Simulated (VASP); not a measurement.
Set up this calculation in VASP 6.6.1, as the native input.

| Quantity | Value |
| --- | --- |
| Task | single point |
| Functional | PBE |
| Dispersion | D3(BJ) |
| Potentials or basis | VASP PAW PBE potentials, release 64 (B, N) |
| Cutoff | 520 eV |
| k mesh | 6 × 6 × 6 |
| Occupations | gaussian, width 0.05 eV |
| Spin | no spin polarisation |
| Dipole correction | no |
| Further INCAR settings | ALGO = Normal; EDIFF = 1e-06; NBANDS = 26 |

The structure of BN lies in POSCAR:

```
BN
1.0
    0.0000000000      0.0000000000      4.3376638211
    2.5076849351      3.3394821895      2.1688319106
   -2.5076849351      3.3394821895      2.1688319106
B N
4 4
Direct
    0.5154838145      0.7500000000      0.2500000000
    0.5001068737      0.2500000000      0.7500000000
    0.0001068737      0.5000000000      0.5000000000
    0.0001068737      1.0000000000      0.0000000000
    0.1665931163      0.7500000000      0.2500000000
    0.1665931163      0.2500000000      0.7500000000
    0.6665931163      0.5000000000      0.5000000000
    0.6665931163      0.0000000000      0.0000000000
```

This cell differs from its parent crystal: atom 1 (B) moved -0.067 Å towards its neighbour atom 5 (N) at 1.447 Å.

The input as run:

INCAR

```
SYSTEM = BN
PREC = Accurate
ENCUT = 520
EDIFF = 1E-6
ISMEAR = 0
SIGMA = 0.05
LREAL = .False.
LASPH = .True.
NELM = 100
ALGO = Normal
ISIF = 2
LWAVE = .False.
LCHARG = .True.
GGA = PE
IVDW = 12
LELF = .True.
LVHAR = .True.
NBANDS = 26
```

KPOINTS

```
regular mesh
0
Gamma
  6 6 6
  0 0 0
```

Potentials or basis: VASP PAW PBE potentials, release 64 (B, N).

Command:

```console
$ cat potpaw_PBE.64/B/POTCAR potpaw_PBE.64/N/POTCAR > POTCAR
$ mpirun -np 1 vasp_std > vasp.out
```

Results of the run:

```yaml
Pressure: 0.5 GPa
Largest_force: 2.963 eV/Å
Band_gap_on_the_k_mesh: 3.76 eV
Dispersion_energy_per_atom: -0.140 eV
```

Caveat: the cell differs from its parent crystal (atom 1 (B) moved -0.067 Å towards its neighbour atom 5 (N) at 1.447 Å); forces of over 1 eV/Å act on the atoms, so gaps and moduli don't describe the material at rest.

It took 36 s on 1 thread of Intel(R) Xeon(R) 6975P-C (Granite Rapids), on a shared host, peak memory 0.23 GiB.
